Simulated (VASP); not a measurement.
# SnGe2 (F-43m) in VASP: notebook, part 2 of 2

VASP 6.6.1. Earlier steps stand in the parts before.

### 4 Relaxation of cell and atoms, PBE

File INCAR:

```
PREC = Accurate
ENCUT = 600
EDIFF = 1E-6
ISMEAR = 0
SIGMA = 0.1
LREAL = False
LASPH = True
NELM = 80
ALGO = Normal
ISIF = 3
LWAVE = False
LCHARG = False
GGA = PE
IBRION = 2
NSW = 90
EDIFFG = -0.04
```

File KPOINTS:

```
Automatic mesh
0
Gamma
  6 6 6
```

File POSCAR:

```
SnGe2
1.0
    0.0000000000      3.1357842200      3.1357842200
    3.1357842200      0.0000000000      3.1357842200
    3.1357842200      3.1357842200      0.0000000000
Sn Ge
1 2
Direct
    0.0000000000      0.0000000000      0.0000000000
    0.2500000000      0.2500000000      0.2500000000
    0.5000000000      0.5000000000      0.5000000000
```

Started as:

```
$ cat potpaw_PBE.64/Sn_d/POTCAR potpaw_PBE.64/Ge_d/POTCAR > POTCAR
$ mpirun -np 1 vasp_std > vasp.out
```

Run time: 59 s. Hardware: 1 thread of Intel Xeon Platinum 8559C (Emerald Rapids), shared host; peak memory 0.22 GiB.

Results (log left out):

| Quantity | Value |
| --- | --- |
| Free energy | -12.0037 eV |
| Relaxed volume | 25.43 Å³/atom |
| Relaxed cell | a = 4.761 Å, b = 4.761 Å, c = 4.761 Å, α = 60.00°, β = 60.00°, γ = 60.00° |
| Space group after relaxing (to 0.1 Å) | F-43m (No. 216) |
| Energy gained by relaxing | 207.9 meV/atom |
| Ionic steps | 3 |
| Pressure after relaxing | 0.2 GPa |
| Band gap on the k mesh | zero (bands 21 and 22 overlap by 1.41 eV) |

Step by step:
```csv
step,energy change (eV),largest force (eV/Å),pressure (GPa),volume (Å³)
1,0.0000,0.0000,16.46,61.67
2,-0.5666,0.0000,-2.91,82.50
3,-0.6238,0.0000,0.19,76.30
```

Final structure:
```cif
data_structure
_symmetry_space_group_name_H-M 'P 1'
_symmetry_Int_Tables_number 1
_cell_length_a 4.7608
_cell_length_b 4.7608
_cell_length_c 4.7608
_cell_angle_alpha 60.000
_cell_angle_beta 60.000
_cell_angle_gamma 60.000
_cell_volume 76.30
loop_
_atom_site_label
_atom_site_type_symbol
_atom_site_fract_x
_atom_site_fract_y
_atom_site_fract_z
_atom_site_occupancy
Sn1 Sn 0.00000 0.00000 0.00000 1
Ge1 Ge 0.25000 0.25000 0.25000 1
Ge2 Ge 0.50000 0.50000 0.50000 1
```

Levels at points of the mesh, in eV from the Fermi level:
| k point | band 19 | band 20 | band 21 | band 22 | band 23 | band 24 |
| --- | --- | --- | --- | --- | --- | --- |
| (0.00, 0.00, 0.00) | -0.93 | -0.93 | -0.93 | -0.64 | -0.64 | -0.64 |
| (0.50, 0.00, 0.00) | -2.15 | -2.15 | -0.03 | -0.03 | 0.12 | 3.78 |
| (0.50, 0.50, 0.00) | -3.77 | -3.77 | -1.11 | 4.04 | 4.09 | 4.09 |

Caveat: the volume moved by over 15 % at a fixed basis, so the end points are rough; spin-orbit coupling is left out, which moves the levels of the heavy elements.

### 5 Single point, PBE

This run uses another cell than the first one, of 25.37 Å³/atom.

File INCAR:

```
PREC = Accurate ; ENCUT = 520
EDIFF = 1E-6 ; ISMEAR = 0
SIGMA = 0.1 ; LREAL = False
LASPH = True ; NELM = 80
ALGO = Normal ; ISIF = 2
LWAVE = False ; LCHARG = False
GGA = PE ; NBANDS = 28
```

File KPOINTS:

```
Automatic mesh
0
Gamma
  12 12 12
```

File POSCAR:

```
SnGe2
1.0
    0.0000000000      3.3634249398      3.3634249398
    3.3634249398      0.0000000000      3.3634249398
    3.3634249398      3.3634249398      0.0000000000
Sn Ge
1 2
Direct
    0.0000000000      0.0000000000      0.0000000000
    0.7500000000      0.7500000000      0.7500000000
    0.5000000000      0.5000000000      0.5000000000
```

Started as:

```
$ cat potpaw_PBE.64/Sn_d/POTCAR potpaw_PBE.64/Ge_d/POTCAR > POTCAR
$ mpirun -np 1 vasp_std > vasp.out
```

Wall time 98 s (1 thread of Intel Xeon Platinum 8559C (Emerald Rapids), shared host); peak memory 0.29 GiB.

It converged, with:

| Property | Result |
| --- | --- |
| Free energy | -12.0357 eV |
| Pressure | 0.0 GPa |
| Band gap on the k mesh | zero (bands 21 and 22 overlap by 1.42 eV) |

Levels at points of the mesh, in eV from the Fermi level:
| k point | band 18 | band 19 | band 20 | band 21 | band 22 | band 23 | band 24 | band 25 |
| --- | --- | --- | --- | --- | --- | --- | --- | --- |
| (0.00, 0.00, 0.00) | -2.98 | -1.04 | -1.04 | -1.04 | -0.75 | -0.75 | -0.75 | 3.74 |
| (0.50, 0.00, 0.00) | -4.98 | -2.26 | -2.26 | -0.13 | -0.13 | 0.02 | 3.69 | 5.03 |
| (0.50, 0.50, 0.00) | -6.33 | -3.89 | -3.89 | -1.22 | 3.95 | 3.99 | 3.99 | 5.50 |

Caveat: spin-orbit coupling is left out, which moves the levels of the heavy elements.

### 6 Relaxation of cell and atoms, PBE

This run uses another cell than the first one, of 25.58 Å³/atom.

File INCAR:

```
SYSTEM = SnGe2
  PREC = Accurate
  ENCUT = 600
  EDIFF = 1E-6
  ISMEAR = 0
  SIGMA = 0.1
  LREAL = .False.
  LASPH = .True.
  NELM = 60
  ALGO = Normal
  ISIF = 3
  LWAVE = .False.
  LCHARG = .False.
  GGA = PE
  IBRION = 2
  NSW = 100
  EDIFFG = -0.01
```

File KPOINTS:

```
Automatic mesh
0
Gamma
  12 12 12
  0 0 0
```

File POSCAR:

```
SnGe2
1.0
    0.0000000000      3.3728627911      3.3728627911
    3.3728627911      0.0000000000      3.3728627911
    3.3728627911      3.3728627911      0.0000000000
Sn Ge
1 2
Direct
    0.0000000000      0.0000000000      0.0000000000
    0.7500000000      0.7500000000      0.7500000000
    0.5000000000      0.5000000000      0.5000000000
```

Potentials or basis: VASP PAW PBE potentials, release 64 (Sn_d, Ge_d).

Started as:

```
$ cat potpaw_PBE.64/Sn_d/POTCAR potpaw_PBE.64/Ge_d/POTCAR > POTCAR
$ mpirun -np 1 vasp_std > vasp.out
```

Run time: 7 min. Hardware: 1 thread of Intel Xeon Platinum 8559C (Emerald Rapids), shared host; peak memory 0.35 GiB.

It converged, with:

| Item | Value |
| --- | --- |
| Free energy | -12.0359 eV |
| Relaxed volume | 25.39 Å³/atom |
| Relaxed cell | a = 4.758 Å, b = 4.758 Å, c = 4.758 Å, α = 60.00°, β = 60.00°, γ = 60.00° |
| Space group after relaxing (to 0.1 Å) | F-43m (No. 216) |
| Energy gained by relaxing | 0.2 meV/atom |
| Ionic steps | 6 |
| Pressure after relaxing | 0.0 GPa |
| Band gap on the k mesh | zero (bands 21 and 22 overlap by 1.42 eV) |

The path:
```csv
step,energy change (eV),largest force (eV/Å),pressure (GPa),volume (Å³)
1,0.0000,0.0000,-0.34,76.74
2,-0.0007,0.0000,0.25,76.14
3,-0.0007,0.0000,-0.13,76.26
4,-0.0007,0.0000,-0.08,76.22
5,-0.0007,0.0000,-0.07,76.18
6,-0.0007,0.0000,-0.04,76.16
```

Final structure:
```
CELL_PARAMETERS angstrom
0.00000 3.36437 3.36437
3.36437 0.00000 3.36437
3.36437 3.36437 0.00000
ATOMIC_POSITIONS crystal
Sn 0.00000 0.00000 0.00000
Ge 0.75000 0.75000 0.75000
Ge 0.50000 0.50000 0.50000
```

Levels at points of the mesh, in eV from the Fermi level:
| k point | band 18 | band 19 | band 20 | band 21 | band 22 | band 23 | band 24 | band 25 |
| --- | --- | --- | --- | --- | --- | --- | --- | --- |
| (0.00, 0.00, 0.00) | -2.99 | -1.04 | -1.04 | -1.04 | -0.75 | -0.75 | -0.75 | 3.74 |
| (0.50, 0.00, 0.00) | -4.98 | -2.26 | -2.26 | -0.13 | -0.13 | 0.02 | 3.68 | 5.02 |
| (0.50, 0.50, 0.00) | -6.33 | -3.88 | -3.88 | -1.21 | 3.94 | 3.99 | 3.99 | 5.50 |

Caveat: spin-orbit coupling is left out, which moves the levels of the heavy elements.

### 7 Summary

| task | cell | k mesh | cutoff (eV) | gap on the mesh (eV) | pressure (GPa) | relaxed volume (Å³/atom) |
| --- | --- | --- | --- | --- | --- | --- |
| single point | a = 4.435 Å, angles 60.0°, 3 atoms | 6 × 6 × 6 | 520 | none | 16.4 | - |
| single point | a = 4.770 Å, angles 60.0°, 3 atoms | 6 × 6 × 6 | 520 | none | 0.0 | - |
| relaxation of cell and atoms | relaxed from a = 4.435 Å, angles 60.0°, 3 atoms | 6 × 6 × 6 | 600 | none | 0.2 | 25.43 |
| single point | a = 4.757 Å, angles 60.0°, 3 atoms | 12 × 12 × 12 | 520 | none | 0.0 | - |
| relaxation of cell and atoms | relaxed from a = 4.770 Å, angles 60.0°, 3 atoms | 12 × 12 × 12 | 600 | none | 0.0 | 25.39 |

Alike in all rows: level PBE; potentials or basis VASP PAW PBE potentials, release 64 (Sn_d, Ge_d); no spin polarisation; smearing gaussian 0.1 eV.

Caveats: spin-orbit coupling is left out, which moves the levels of the heavy elements; the cell stands under pressure (at least some runs); the volume moved by over 15 % at a fixed basis, so the end points are rough (at least some runs).

Absolute energies hang on the potentials; compare differences alone.
